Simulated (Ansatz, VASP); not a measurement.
Fe in VASP and in Ansatz

The input INCAR:

```
SYSTEM = Fe
PREC = Accurate
ENCUT = 520
EDIFF = 1E-6
ISMEAR = -1
SIGMA = 0.05
LREAL = .FALSE.
LASPH = .TRUE.
NELM = 150
ALGO = Normal
ISIF = 2
LWAVE = .FALSE.
LCHARG = .FALSE.
ISPIN = 2
MAGMOM = 3
LORBIT = 11
LMAXMIX = 4
NBANDS = 14
```

The input KPOINTS:

```
regular mesh
0
G
  16 16 16
  0 0 0
```

POSCAR

```
Fe
1.0
    0.0000000000      1.9352455294      1.9585328551
    1.4934281684      0.0000000000      1.9585328551
    1.4934281684      1.9352455294      0.0000000000
Fe
1
Direct
    0.0000000000      0.0000000000      0.0000000000
```

Input for Ansatz:

```yaml
crystal:
  lattice:
    - [0.0, 1.9352455294, 1.9585328551]
    - [1.4934281684, 0.0, 1.9585328551]
    - [1.4934281684, 1.9352455294, 0.0]
  atoms:
    - { symbol: Fe, position: [0.0, 0.0, 0.0], spin: 3.0 }
magnetization:
  spin_polarized: true
kpoints:
  mp_grid: { grid: [16, 16, 16] }
  band_path:
    path:
      - [0.0, 0.0, 0.0]
      - [0.5, 0.0, 0.5]
      - [0.5, 0.246480624, 0.746480624]
      - [0.5, 0.753519376, 0.253519376]
      - [0.5, 0.5, 0.0]
      - [0.9257107586, 0.5, 0.4257107586]
      - [0.0742892414, 0.5, 0.5742892414]
      - [0.0, 0.5, 0.5]
      - [0.076087883, 0.576087883, 0.5]
    npoints: 5
scf:
  occupations: { method: fermi_dirac, width: 0.05 }
hamiltonian:
  xc: lda
  pseudopotentials: { kind: all_electron, lapw: { basis_error: 0.0005 } }
output:
  forces: true
  stress: true
  eigenvalues: true
```

Change from the starting cell: volume scaled by 0.99.

Alike in both runs: task single point; functional LDA; k mesh 16 × 16 × 16; occupations fermi-dirac, width 0.05 eV; collinear spin.

```csv
,VASP,Ansatz
version,VASP 6.6.1,Ansatz 0.2.0
potentials or method,"VASP PAW LDA potentials, release 64 (Fe), cutoff 520 eV","all-electron LAPW, scalar-relativistic"
```

```csv
,VASP,Ansatz,Ansatz less VASP
pressure (GPa),-17.5,-16.5,+0.95
"traceless stress, the component that is largest in VASP (GPa)",-5.86,-5.73,+0.130
net moment per atom (μB),2.11,2.15,+0.041
size of the moment on the site where the two differ most (μB),2.09,2.18,+0.094
```

LDA's correlation is that of Perdew and Zunger in VASP and of Perdew and Wang (1992) in Ansatz. Site moments also hang on the region over which each program counts them. Ansatz ran all-electron here, and VASP with PAW potentials.
